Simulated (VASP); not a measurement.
## PbS: single point with r2SCAN

The system is PbS.

```xyz
16
Lattice="0.0000 5.9315 5.9315 5.9315 0.0000 5.9315 5.9315 5.9315 0.0000" Properties=species:S:1:pos:R:3 pbc="T T T"
Pb    0.0000    0.0000    0.0000
Pb    2.9657    2.9657    0.0000
Pb    2.9657    0.0000    2.9657
Pb    5.9315    2.9657    2.9657
Pb    0.0000    2.9657    2.9657
Pb    2.9657    5.9315    2.9657
Pb    2.9657    2.9657    5.9315
Pb    5.9315    5.9315    5.9315
S     2.9657    2.9657    2.9657
S     5.9315    5.9315    2.9657
S     5.9315    2.9657    5.9315
S     8.8972    5.9315    5.9315
S     2.9657    5.9315    5.9315
S     5.9315    8.8972    5.9315
S     5.9315    5.9315    8.8972
S     8.8972    8.8972    8.8972
```

* Program: VASP 6.6.1
* Task: single point
* Functional: r2SCAN
* Potentials or basis: VASP PAW PBE potentials, release 64 (Pb_d, S)
* Cutoff: 550 eV
* k mesh: 2 × 2 × 2
* Occupations: gaussian, width 0.05 eV
* Spin: no spin polarisation

| Item | Value |
| --- | --- |
| Pressure | 1.4 GPa |
| Band gap on the k mesh | 0.62 eV |

Levels at points of the mesh, in eV from the valence-band top:
```
           k point  band 78  band 79  band 80  band 81  band 82  band 83
(0.00, 0.00, 0.00)     0.00     0.00     0.00     0.62     0.62     0.62
(0.50, 0.00, 0.00)    -2.17    -1.20    -1.20     2.62     2.62     3.13
(0.50, 0.50, 0.00)    -0.83    -0.83    -0.83     1.69     1.69     1.69
```

Run time: 5.4 min on 1 thread of Intel(R) Xeon(R) 6975P-C (Granite Rapids), with other jobs on the host, peak memory 0.63 GiB.

Caveat: the k points lie up to 0.46 Å⁻¹ apart; the PAW data sets were made with another functional, which shifts forces and pressure a little; spin-orbit coupling is left out, which moves the levels of the heavy elements.
